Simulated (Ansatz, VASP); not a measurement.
One calculation of MgCd3O4, two programs

```xyz
8
Lattice="5.0033 0.0000 0.0000 0.0000 5.0033 0.0000 0.0000 0.0000 5.0033" Properties=species:S:1:pos:R:3 pbc="T T T"
Mg    2.5016    2.5016    2.5016
Cd    2.5016    0.0000    0.0000
Cd    0.0000    0.0000    2.5016
Cd    0.0000    2.5016    0.0000
O     0.0000    2.5016    2.5016
O     2.5016    2.5016    0.0000
O     0.0000    0.0000    0.0000
O     2.5016    0.0000    2.5016
```

Alike in both runs: task single point; functional PBE; k mesh 4 × 4 × 4; occupations gaussian, width 0.1 eV; collinear spin.

|  | VASP | Ansatz |
| --- | --- | --- |
| version | VASP 6.6.1 | Ansatz 0.2.0 |
| potentials or method | VASP PAW PBE potentials, release 64 (Mg, Cd, O), cutoff 520 eV | scalar-relativistic, plane waves, PAW |
| valence electrons in the cell | 62 | 94 |

VASP gave:

- gap on the k mesh at the Fermi level (eV): none
- pressure (GPa): -16.0
- net moment per atom (μB): 0.00

What did Ansatz give for the same quantities?

gap on the k mesh at the Fermi level (eV): none; pressure (GPa): -16.3; net moment per atom (μB): 0.00.

A gap of «none» marks a metal or a gap that the smearing closes. VASP's potentials hold 62 valence electrons a cell and Ansatz's 94, so a difference there can come from the potentials and not from the codes. Ansatz's warnings: seeded moment not kept.
